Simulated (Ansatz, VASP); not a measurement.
# Two plane-wave programs on HfO2

```
Hf O
1.0
     3.25221    0.00000    0.00000
    -1.62611    2.81650    0.00000
     0.00000    0.00000    5.60170
Hf O
1 2
Direct
  0.00000 0.00000 0.00000
  0.33333 0.66667 0.17312
  0.66667 0.33333 0.82688
```

Alike in both runs: task single point; functional r2SCAN; k mesh 12 × 12 × 6; occupations gaussian, width 0.05 eV; no spin polarisation.

```csv
,VASP,Ansatz
version,VASP 6.6.1,Ansatz 0.2.0
potentials or method,"VASP PAW PBE potentials, release 64 (Hf_pv, O), cutoff 520 eV","scalar-relativistic, plane waves, PAW"
valence electrons in the cell,22,38
```

```csv
,VASP,Ansatz,Ansatz less VASP
gap on the k mesh at the Fermi level (eV),5.29,5.28,-0.010
least direct gap on the mesh (eV),5.55,5.54,-0.007
pressure (GPa),-5.6,-3.4,+2.21
"traceless stress, the component that is largest in VASP (GPa)",1.73,0.93,-0.797
rms of the force components (eV/Å),0.258,0.159,-0.0986
```

VASP's potentials were made for PBE, not for r2SCAN. Atom by atom the forces differ by 0.099 eV/Å (rms over components). VASP's potentials hold 22 valence electrons a cell and Ansatz's 38, so a difference there can come from the potentials and not from the codes.

Spin-orbit coupling is off throughout.
